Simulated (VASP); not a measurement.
Set up this calculation in VASP 6.6.1, as the native input.

| Property | Result |
| --- | --- |
| Task | single point |
| Functional | PBE |
| Potentials or basis | VASP PAW PBE potentials, release 64 (Ti_sv, W_sv) |
| Cutoff | 520 eV |
| k mesh | 6 × 6 × 6 |
| Occupations | gaussian, width 0.1 eV |
| Spin | no spin polarisation |
| Dipole correction | no |
| Further INCAR settings | ALGO = Fast; EDIFF = 1e-06; NBANDS = 41 |

The structure of Ti2W3 lies in POSCAR:

```
Ti2W3
1.0
    0.0000000000      2.2497385900     11.2486929400
    1.5908054100      0.0000000000     11.2486929400
    1.5908054100      2.2497385900      0.0000000000
Ti W
2 3
Direct
    0.9000000000      0.9000000000      0.1000000000
    0.1000000000      0.1000000000      0.9000000000
    0.7000000000      0.7000000000      0.3000000000
    0.3000000000      0.3000000000      0.7000000000
    0.5000000000      0.5000000000      0.5000000000
```

These files were run (other wordings do the same):

INCAR

```
ALGO = Fast
EDIFF = 1E-6
ENCUT = 520
GGA = PE
ISIF = 2
ISMEAR = 0
LASPH = T
LCHARG = T
LELF = T
LREAL = F
LVHAR = T
LWAVE = F
NBANDS = 41
NELM = 60
PREC = Accurate
SIGMA = 0.1
```

KPOINTS

```
k-points
0
Gamma
  6 6 6
```

Potentials or basis: VASP PAW PBE potentials, release 64 (Ti_sv, W_sv).

Launch:

```bash
$ cat potpaw_PBE.64/Ti_sv/POTCAR potpaw_PBE.64/W_sv/POTCAR > POTCAR
$ mpirun -np 1 vasp_std > vasp.out
```

It gave:

| Quantity | Value |
| --- | --- |
| Pressure | 1.5 GPa |
| Largest force | 0.163 eV/Å |
| Band gap on the k mesh | zero (bands 33 and 34 overlap by 1.87 eV) |

Caveat: the k points lie up to 0.41 Å⁻¹ apart, too coarse for converged energies and pressures of a metal; spin-orbit coupling is left out, which moves the levels of the heavy elements.

Wall time 14 min on 1 thread of Intel(R) Xeon(R) 6975P-C (Granite Rapids) (shared host), peak memory 0.46 GiB.
